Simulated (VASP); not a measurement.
Write the native input for VASP 6.6.1 that does the following.

| Quantity | Value |
| --- | --- |
| Task | single point |
| Functional | PBEsol |
| Dispersion | D3(BJ) |
| Potentials or basis | VASP PAW PBE potentials, release 64 (Se, Zn) |
| Cutoff | 520 eV |
| k mesh | 8 × 8 × 8 |
| Occupations | fermi-dirac, width 0.05 eV |
| Spin | no spin polarisation |
| Dipole correction | no |
| Further INCAR settings | ALGO = Normal; EDIFF = 1e-06; NBANDS = 16 |

The structure of ZnSe (Stilleite) lies in POSCAR:

```
ZnSe
1.0
    0.0000000000      2.7879772609      2.7879772609
    2.7879772609      0.0000000000      2.7879772609
    2.7879772609      2.7879772609      0.0000000000
Se Zn
1 1
Direct
    0.7500000000      0.7500000000      0.7500000000
    0.0000000000      0.0000000000      0.0000000000
```

These files were run (other wordings do the same):

INCAR

```
PREC = Accurate
ENCUT = 520
EDIFF = 1E-6
ISMEAR = -1
SIGMA = 0.05
LREAL = F
LASPH = T
NELM = 60
ALGO = Normal
ISIF = 2
LWAVE = F
LCHARG = F
GGA = PS
IVDW = 12
NBANDS = 16
```

KPOINTS

```
regular mesh
0
Gamma
  8 8 8
```

Potentials or basis: VASP PAW PBE potentials, release 64 (Se, Zn).

The run is started by

```sh
$ cat potpaw_PBE.64/Se/POTCAR potpaw_PBE.64/Zn/POTCAR > POTCAR
$ mpirun -np 1 vasp_std > vasp.out
```

It gave:

```yaml
Pressure: 0.3 GPa
Band_gap_on_the_k_mesh: 1.37 eV, direct
Dispersion_energy_per_atom: -0.298 eV
```

Caveat: the PAW data sets were made with another functional, which shifts forces and pressure a little.

Run time: 36 s on 1 thread of Intel Xeon 8259CL, with other jobs on the host, peak memory 0.19 GiB.
